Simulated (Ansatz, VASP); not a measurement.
# One calculation of C, two programs

```
C
1.0
     2.49812    0.00000    0.00000
    -1.24906    2.16343    0.00000
     0.00000    0.00000    4.22300
C
4
Direct
  0.33333 0.66667 0.99974
  0.66667 0.33333 0.49974
  0.33333 0.66667 0.37426
  0.66667 0.33333 0.87426
```

Change from the starting cell: strained cell.

Alike in both runs: functional PBEsol; k mesh 9 × 9 × 6; occupations gaussian, width 0.02 eV; no spin polarisation.

Ansatz relaxed the structure, and its values are those at the end. VASP's run is a single point on that final structure, the one shown.

|  | VASP | Ansatz |
| --- | --- | --- |
| version | VASP 6.6.1 | Ansatz 0.2.0 |
| potentials or method | VASP PAW PBE potentials, release 64 (C), cutoff 520 eV | scalar-relativistic, plane waves, PAW |
| valence electrons in the cell | 16 | 16 |

VASP gave:

- gap on the k mesh at the Fermi level (eV): 3.09
- least direct gap on the mesh (eV): 4.85
- pressure (GPa): -5.2
- rms of the force components (eV/Å): 0.008

Q: Estimate Ansatz's values.

A: gap on the k mesh at the Fermi level (eV): 3.10; least direct gap on the mesh (eV): 4.85; pressure (GPa): -6.2; rms of the force components (eV/Å): 0.001.

VASP's potentials were made for PBE, not for PBEsol, and Ansatz warns of the same on its side. Ansatz's warnings: stress scf threshold loose.
